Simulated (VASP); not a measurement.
# Ti2W3 (Fmmm) in VASP: single point with PBE

Aim: the single point of Ti2W3 with PBE.

All numbers are computed with VASP 6.6.1; they aren't measurements. Logs are shortened: lines on timing, memory, paths and dates and some standing lists are left out, and cuts for length are marked.

### Step 1. The cell of the first run

The structure is orthorhombic, space group Fmmm (No. 69). The conventional cell has a = 3.191 Å, b = 4.533 Å, c = 22.760 Å, α = 90.00°, β = 90.00°, γ = 90.00°. Within 3.6 Å of Ti (site symmetry mm2) lie 4 W at 2.72 to 3.16 Å and 10 Ti at 2.77 to 3.38 Å. W (site symmetry mmm) has 14 W at 2.74 to 3.19 Å within 3.6 Å. Within 3.6 Å of W (site symmetry mm2) lie 4 Ti at 2.72 to 3.16 Å and 10 W at 2.74 to 3.19 Å.

### Step 2. Single point, PBE, collinear spin

INCAR

```
ALGO = Normal
EDIFF = 1E-6
ENCUT = 520
GGA = PE
ISIF = 2
ISMEAR = 0
ISPIN = 2
LASPH = T
LCHARG = F
LMAXMIX = 4
LORBIT = 11
LREAL = F
LWAVE = F
MAGMOM = 1 1 0 0 0
NBANDS = 45
NELM = 150
PREC = Accurate
SIGMA = 0.1
```

KPOINTS

```
k-points
0
Gamma
  6 6 6
```

POSCAR

```
Ti2W3
1.0
    0.0000000000      2.2667226927     11.3801052269
    1.5957090708      0.0000000000     11.3801052269
    1.5957090708      2.2667226927      0.0000000000
Ti W
2 3
Direct
    0.1948307905      0.1948307905      0.8051692095
    0.8051692095      0.8051692095      0.1948307905
    0.0000000000      0.0000000000      0.0000000000
    0.5979200499      0.5979200499      0.4020799501
    0.4020799501      0.4020799501      0.5979200499
```

Potentials or basis: VASP PAW PBE potentials, release 64 (Ti_sv, W_sv).

On the command line:

```bash
> cat potpaw_PBE.64/Ti_sv/POTCAR potpaw_PBE.64/W_sv/POTCAR > POTCAR
> mpirun -np 1 vasp_std > vasp.out
```

OUTCAR:

```text
EDIFF = 1E-6
   ENCUT = 520
   GGA = PE
   ISIF = 2
   ISMEAR = 0
   ISPIN = 2
   LASPH = T
   LORBIT = 11
   LREAL = F
   NELM = 150
   PREC = Accurate

 ion  position               nearest neighbor table
   1  0.195  0.195  0.805-   4 2.72   4 2.72   4 3.16   4 3.16
   2  0.805  0.805  0.195-   5 2.72   5 2.72   5 3.16   5 3.16
   3  0.000  0.000  0.000-   4 2.74   4 2.74   5 2.74   5 2.74   5 3.18   4 3.18   4 3.18   5 3.18

   4  0.598  0.598  0.402-   1 2.72   1 2.72   3 2.74   3 2.74   1 3.16   1 3.16   3 3.18   3 3.18

   5  0.402  0.402  0.598-   2 2.72   2 2.72   3 2.74   3 2.74   2 3.16   2 3.16   3 3.18   3 3.18

  LATTYP: Found a face centered orthorhombic cell.
 ALAT       =     3.1914181416
 B/A-ratio  =     1.4205112537
 C/A-ratio  =     7.1316917571

  Lattice vectors:

 A1 = (   0.0000000000,   2.2667226927,  11.3801052269)
 A2 = (   1.5957090708,   0.0000000000,  11.3801052269)
 A3 = (   1.5957090708,   2.2667226927,   0.0000000000)

Analysis of symmetry for initial positions (statically):
=====================================================================
 Subroutine PRICEL returns:
 Original cell was already a primitive cell.

 Routine SETGRP: Setting up the symmetry group for a
 face centered orthorhombic supercell.

 Subroutine GETGRP returns: Found  8 space group operations
 (whereof  8 operations were pure point group operations)
 out of a pool of  8 trial point group operations.

The static configuration has the point symmetry D_2h.

Analysis of symmetry for dynamics (positions and initial velocities):
=====================================================================
 Subroutine PRICEL returns:
 Original cell was already a primitive cell.

 Routine SETGRP: Setting up the symmetry group for a
 face centered orthorhombic supercell.

 Subroutine GETGRP returns: Found  8 space group operations
 (whereof  8 operations were pure point group operations)
 out of a pool of  8 trial point group operations.

The dynamic configuration has the point symmetry D_2h.

Analysis of structural, dynamic, and magnetic symmetry:
=====================================================================
 Subroutine PRICEL returns:
 Original cell was already a primitive cell.

 Routine SETGRP: Setting up the symmetry group for a
 face centered orthorhombic supercell.

 Subroutine GETGRP returns: Found  8 space group operations
 (whereof  8 operations were pure point group operations)
 out of a pool of  8 trial point group operations.

The overall configuration has the point symmetry D_2h.

 Subroutine INISYM returns: Found  8 space group operations
 (whereof  8 operations are pure point group operations),
 and found     1 'primitive' translations

----------------------------------------------------------------------------------------

                                     Primitive cell

  volume of cell :      82.3244

  direct lattice vectors                    reciprocal lattice vectors
     0.000000000  2.266722693 11.380105227    -0.313340326  0.220582783  0.043936325
     1.595709071  0.000000000 11.380105227     0.313340326 -0.220582783  0.043936325
     1.595709071  2.266722693  0.000000000     0.313340326  0.220582783 -0.043936325

  length of vectors
    11.603655749 11.491435176  2.772060462     0.385706267  0.385706267  0.385706267

  position of ions in fractional coordinates (direct lattice)
     0.194830790  0.194830790  0.805169210
     0.805169210  0.805169210  0.194830790
     0.000000000  0.000000000  0.000000000
     0.597920050  0.597920050  0.402079950
     0.402079950  0.402079950  0.597920050

  ion indices of the primitive-cell ions
   primitive index   ion index
                 1           1
                 2           2
                 3           3
                 4           4
                 5           5

----------------------------------------------------------------------------------------

 KPOINTS: k-points

Automatic generation of k-mesh.
 Grid dimensions read from file:
[... 22 lines left out ...]
  0.000000  0.000000  0.000000      1.000000
  0.166667 -0.000000 -0.000000      8.000000
  0.333333 -0.000000 -0.000000      8.000000
  0.500000  0.000000  0.000000      4.000000
  0.166667  0.166667  0.000000      2.000000
  0.333333  0.166667  0.000000      8.000000
[... 16 lines left out ...]
 -0.166667  0.166667  0.166667      8.000000
  0.500000  0.333333  0.166667      4.000000
 [... further k-points ...]
   k-points           NKPTS =     46   k-points in BZ     NKDIM =     46   number of bands    NBANDS=     45
   number of dos      NEDOS =    301   number of ions     NIONS =      5
   total plane-waves  NPLWV = 194400
   dimension x,y,z NGX =    90 NGY =   90 NGZ =   24
   dimension x,y,z NGXF=   180 NGYF=  180 NGZF=   48
   ions per type =               2   3
   NGX,Y,Z   is equivalent  to a cutoff of  12.89, 13.02, 14.39 a.u.
   NGXF,Y,Z  is equivalent  to a cutoff of  25.79, 26.04, 28.79 a.u.
 SYSTEM =  unknown system
   PREC   = accura    normal or accurate (medium, high low for compatibility)
   ISTART =      0    job   : 0-new  1-cont  2-samecut
   ICHARG =      2    charge: 1-file 2-atom 10-const
   ISPIN  =      2    spin polarized calculation?
   LNONCOLLINEAR =      F non collinear calculations
   LSORBIT =      F    spin-orbit coupling
   LASPH  =      T    aspherical Exc in radial PAW
   ENCUT  =  520.0 eV  38.22 Ry    6.18 a.u.  21.58 21.37  5.15*2*pi/ulx,y,z
   NELM   =    150;   NELMIN=  2; NELMDL= -5     # of ELM steps
   EDIFF  = 0.1E-05   stopping-criterion for ELM
   LREAL  =      F    real-space projection
   EDIFFG = 0.1E-04   stopping-criterion for IOM
   NSW    =      0    number of steps for IOM
   IBRION =     -1    ionic relax: 0-MD 1-quasi-New 2-CG
   NFREE  =      0    steps in history (QN), initial steepest desc. (CG)
   ISIF   =      2    stress and relaxation
   ISYM   =      2    0-nonsym 1-usesym 2-fastsym
   POTIM  = 0.5000    time-step for ionic-motion
   TEBEG  =    0.0;   TEEND  =   0.0 temperature during run
   PSTRESS=    0.0 pullay stress
   NELECT =      66.0000    total number of electrons
   NUPDOWN=      -1.0000    fix difference up-down
   EMIN   =  10.00;   EMAX   =-10.00  energy-range for DOS
   EFERMI =   0.00;   METHOD = LEGACY
   ISMEAR =     0;   SIGMA  =   0.10  broadening in eV -4-tet -1-fermi 0-gaus
   EFERMI_NEDOS =   21; number of points for ismear=-14 and -15
   IALGO  =     38    algorithm
   IMIX   =      4    mixing-type and parameters
     AMIX     =   0.40;   BMIX     =  1.00
     AMIX_MAG =   1.60;   BMIX_MAG =  1.00
  volume/ion in A,a.u.               =      16.46       111.11
  Fermi-wavevector in a.u.,A,eV,Ry     =   1.520828  2.873948 31.469145  2.312917
  Thomas-Fermi vector in A             =   2.629626
   LORBIT       =     11    0 simple, 1 ext, 2 COOP (PROOUT), +10 PAW based schemes
   GGA     = PE    functional components
   LHFCALC =     F    Hartree Fock is set to
   AEXX    =    0.0000 exact exchange contribution
   IVDW    =     0    specifies the selected vdW correction
   LEPSILON=     F    determine dielectric tensor
   LRPA    =     F    only Hartree local field effects (RPA)
 spin polarized calculation
 Gauss-broadening in eV      SIGMA  =   0.10
  energy-cutoff  :      520.00
  volume of cell :       82.32
 maximum number of plane-waves:      2248
 NGX is ok and might be reduce to    90
   NGX = 43   NGY = 43   NGZ = 11

 number of electron      66.0000000 magnetization       0.0005825

 Free energy of the ion-electron system (eV)
  ---------------------------------------------------
  ext. energy  EPLUGINS =         0.00000000
  ---------------------------------------------------
  free energy    TOTEN  =       -54.55347296 eV

  energy without entropy =      -54.52211326  energy(sigma->0) =      -54.53779311

 E-fermi :   9.6853     XC(G=0): -12.7453

 val. band max:        9.6839903738   @ k =  -0.3333   0.1667   0.3333
 cond. band min:       9.6894113525   @ k =   0.1667   0.0000   0.1667
 fundamental gap:      0.0054209787
 Fermi energy:         9.6853031463

 spin component 1

 k-point     1 :       0.0000    0.0000    0.0000
  band No.  band energies     occupation
      1     -64.0980      1.00000
      2     -63.8590      1.00000
      3     -63.8496      1.00000
      4     -46.7857      1.00000
      5     -46.7494      1.00000
      6     -28.6925      1.00000
[... 1141 lines left out ...]
     44      12.7861      0.00000
     45      13.0779      0.00000

 [... further k-points ...]

 spin component 2

 k-point     1 :       0.0000    0.0000    0.0000
  band No.  band energies     occupation
      1     -64.0979      1.00000
      2     -63.8590      1.00000
      3     -63.8496      1.00000
      4     -46.7856      1.00000
      5     -46.7493      1.00000
      6     -28.6925      1.00000
[... 1141 lines left out ...]
     44      12.7862      0.00000
     45      13.0793      0.00000

 [... further k-points ...]

------------------------ aborting loop because EDIFF is reached ----------------------------------------

  FORCE on cell =-STRESS in cart. coord.  units (eV):
  Direction    XX          YY          ZZ          XY          YZ          ZX
  --------------------------------------------------------------------------------------
  -------------------------------------------------------------------------------------
  Total        0.1664674      0.1698772      0.1060510      0.0000000      0.0000000      0.0000000
  in kB        3.2397490      3.3061101      2.0639397      0.0000000      0.0000000      0.0000000
  external PRESSURE =       2.8699329 kB  Pullay stress =       0.0000000 kB

 VOLUME and BASIS-vectors are now :
 -----------------------------------------------------------------------------
  energy-cutoff  :      520.00
  volume of cell :       82.32
      direct lattice vectors                 reciprocal lattice vectors
     0.000000000  2.266722693 11.380105227    -0.313340326  0.220582783  0.043936325
     1.595709071  0.000000000 11.380105227     0.313340326 -0.220582783  0.043936325
     1.595709071  2.266722693  0.000000000     0.313340326  0.220582783 -0.043936325

 POSITION                                       TOTAL-FORCE (eV/Angst)
 -----------------------------------------------------------------------------------
      1.59571      2.26672      4.43439         0.000000      0.000000      0.012312
      1.59571      2.26672     18.32582         0.000000      0.000000     -0.012312
      0.00000      0.00000      0.00000         0.000000      0.000000     -0.000000
      1.59571      2.26672     13.60879         0.000000      0.000000      0.012186
      1.59571      2.26672      9.15142         0.000000      0.000000     -0.012186
 -----------------------------------------------------------------------------------
    total drift:                                0.000000      0.000000      0.000000

  FREE ENERGIE OF THE ION-ELECTRON SYSTEM (eV)
  ---------------------------------------------------
  free  energy   TOTEN  =       -54.5534729639 eV

  energy  without entropy=      -54.5221132582  energy(sigma->0) =      -54.53779311

 total charge

# of ion       s       p       d       tot
------------------------------------------
    1        2.241   6.147   1.905  10.293
    2        2.241   6.147   1.905  10.293
    3        2.398   6.321   3.342  12.062
    4        2.408   6.299   3.351  12.058
    5        2.408   6.299   3.351  12.058
--------------------------------------------------
tot         11.696  31.213  13.854  56.763

 magnetization (x)

# of ion       s       p       d       tot
------------------------------------------
    1        0.000   0.000   0.000   0.000
    2        0.000   0.000   0.000   0.000
    3        0.000   0.000   0.000   0.000
    4        0.000   0.000   0.000   0.000
    5        0.000   0.000   0.000   0.000
--------------------------------------------------
tot          0.000   0.000   0.000   0.000
```

Run time: 50 min. Hardware: 1 thread of Intel Xeon 8259CL, shared host; peak memory 0.73 GiB.

What came out:

```yaml
Free_energy: -54.5535 eV
Pressure: 0.3 GPa
Largest_force: 0.012 eV/Å
Band_gap_on_the_k_mesh: zero (filled and empty bands overlap)
Net_moment: 0.00 μB per cell
Valence_electrons_inside_the_program's_atomic_spheres: Ti 10.29; W 12.06
```

Forces on the atoms (eV/Å):
```
Ti   0.000  0.000  0.012
Ti   0.000  0.000 -0.012
W    0.000  0.000  0.000
W    0.000  0.000  0.012
W    0.000  0.000 -0.012
```

Stress tensor (GPa, compression positive):
```
0.32 0.00 0.00
0.00 0.33 0.00
0.00 0.00 0.21
```

Caveat: the k points lie up to 0.40 Å⁻¹ apart, too coarse for converged energies and pressures of a metal; spin-orbit coupling is left out, which moves the levels of the heavy elements.
